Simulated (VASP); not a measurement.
CdS:

```
Cd S
1.0
     0.00000    2.75324    2.75324
     2.75324    0.00000    2.75324
     2.75324    2.75324    0.00000
Cd S
1 1
Direct
  0.00000 0.00000 0.00000
  0.50000 0.50000 0.50000
```

Base run:

* Program: VASP 6.6.1
* Functional: PBEsol
* Potentials or basis: VASP PAW PBE potentials, release 64 (Cd, S)
* Cutoff: 520 eV
* k mesh: 8 × 8 × 8
* Occupations: fermi-dirac, width 0.05 eV
* Spin: no spin polarisation

Its results: pressure -4.0 GPa.

**Question.** The run is repeated on the same cell with these changes: functional from PBEsol to revPBE. What comes out?

**Answer.** Pressure 1.8 GPa.

revPBE binds less tightly than PBEsol, so the same cell stands under more pressure.

Caveats: the PAW data sets were made with another functional, which shifts forces and pressure a little.
